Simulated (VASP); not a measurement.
Runs of VASP 6.6.1 on InAs. The structure is that of space group Fm-3m (No. 225), or close to it. The cells are those of the table. 

```csv
task,level,cell,k mesh,cutoff (eV),gap on the mesh (eV),pressure (GPa),relaxed volume (Å³/atom)
relaxation of cell and atoms,PBEsol,"relaxed from a = 3.895 Å, angles 60.0°, 2 atoms",6 × 6 × 6,500,none,0.0,22.65
single point,r2SCAN+rVV10,"a = 3.999 Å, angles 60.0°, 2 atoms",8 × 8 × 8,550,none,0.3,-
single point,PBEsol,"a = 3.999 Å, angles 60.0°, 2 atoms",6 × 6 × 6,500,none,0.2,-
relaxation of cell and atoms,r2SCAN+rVV10,"relaxed from a = 3.999 Å, angles 60.0°, 2 atoms",8 × 8 × 8,550,none,0.0,(a)
```

Alike in all rows: potentials or basis VASP PAW PBE potentials, release 64 (In_d, As); no spin polarisation; smearing fermi-dirac 0.03 eV.

Fill in the values left out.

(a) 22.71.

Caveats: the PAW data sets were made with another functional, which shifts forces and pressure a little; spin-orbit coupling is left out, which moves the levels of the heavy elements.

A k mesh can miss the band edges, and the runs leave out spin-orbit coupling on As, In.

A gap of «none» marks levels without a gap at the run's occupations.
